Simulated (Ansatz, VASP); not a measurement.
# One calculation of Sb, two programs

File POSCAR:

```
Sb
1.0
    0.0000000000      2.4177492801      2.4177492801
    2.4177492801      0.0000000000      2.4177492801
    2.4177492801      2.4177492801      0.0000000000
Sb
1
Direct
    0.0000000000      0.0000000000      0.0000000000
```

The input INCAR.step1:

```
SYSTEM = Sb
PREC     = Accurate       ! precision mode
ENCUT    = 520            ! plane-wave cutoff, eV
EDIFF    = 1E-5           ! SCF threshold, eV
ISMEAR   = -1             ! smearing method
SIGMA    = 0.05           ! smearing width, eV
LREAL    = .False.        ! projectors in reciprocal space
LASPH    = .True.         ! aspherical terms in the spheres
NELM     = 100            ! most SCF steps
ALGO     = Normal         ! electronic algorithm
ISIF     = 2              ! what is computed and relaxed
LWAVE    = .True.         ! write WAVECAR
LCHARG   = .False.        ! write CHGCAR
NBANDS   = 8              ! bands
GGA      = PE             ! functional
```

The input INCAR.step2:

```
SYSTEM = Sb
PREC     = Accurate       ! precision mode
ENCUT    = 520            ! plane-wave cutoff, eV
EDIFF    = 1E-7           ! SCF threshold, eV
ISMEAR   = -1             ! smearing method
SIGMA    = 0.05           ! smearing width, eV
LREAL    = .False.        ! projectors in reciprocal space
LASPH    = .True.         ! aspherical terms in the spheres
NELM     = 100            ! most SCF steps
ALGO     = Normal         ! electronic algorithm
ISIF     = 2              ! what is computed and relaxed
LWAVE    = .False.        ! write WAVECAR
LCHARG   = .False.        ! write CHGCAR
GGA      = PE             ! functional
LHFCALC  = .True.         ! exact exchange
AEXX     = 0.25           ! exact-exchange fraction
PRECFOCK = Normal       
NBANDS   = 8              ! bands
ISTART   = 1
```

Contents of KPOINTS:

```
regular mesh
0
Gamma
  6 6 6
  0 0 0
```

input.yaml

```yaml
crystal:
  lattice:
    - [0.0, 2.4177492801, 2.4177492801]
    - [2.4177492801, 0.0, 2.4177492801]
    - [2.4177492801, 2.4177492801, 0.0]
  atoms:
    - { symbol: Sb, position: [0.0, 0.0, 0.0] }
hamiltonian:
  xc: pbe0
  pseudopotentials: { kind: paw }
kpoints:
  mp_grid: { grid: [6, 6, 6] }
scf:
  occupations: { method: fermi_dirac, width: 0.05 }
output:
  forces: true
  stress: true
  eigenvalues: true
  write_density: true
  write_potential: true
  elf: true
  volumetric_format: npy
```

Alike in both runs: task single point; functional PBE0; k mesh 6 × 6 × 6; occupations fermi-dirac, width 0.05 eV; no spin polarisation.

|  | VASP | Ansatz |
| --- | --- | --- |
| version | VASP 6.6.1 | Ansatz 0.2.0 |
| potentials or method | VASP PAW PBE potentials, release 64 (Sb) | Ansatz PAW |
| plane-wave cutoff (eV) | 520 | 420 |
| valence electrons in the cell | 5 | 15 |

Ansatz gave:

- gap on the k mesh at the Fermi level (eV): none
- pressure (GPa): -3.0

Question: Which values does VASP return?

Answer: gap on the k mesh at the Fermi level (eV): none; pressure (GPa): -4.1.

A gap of «none» marks a metal or a gap that the smearing closes. VASP's potentials hold 5 valence electrons a cell and Ansatz's 15, so a difference there can come from the potentials and not from the codes.

The k mesh is coarse, so the values compare programs but aren't converged. Spin-orbit coupling is off throughout.
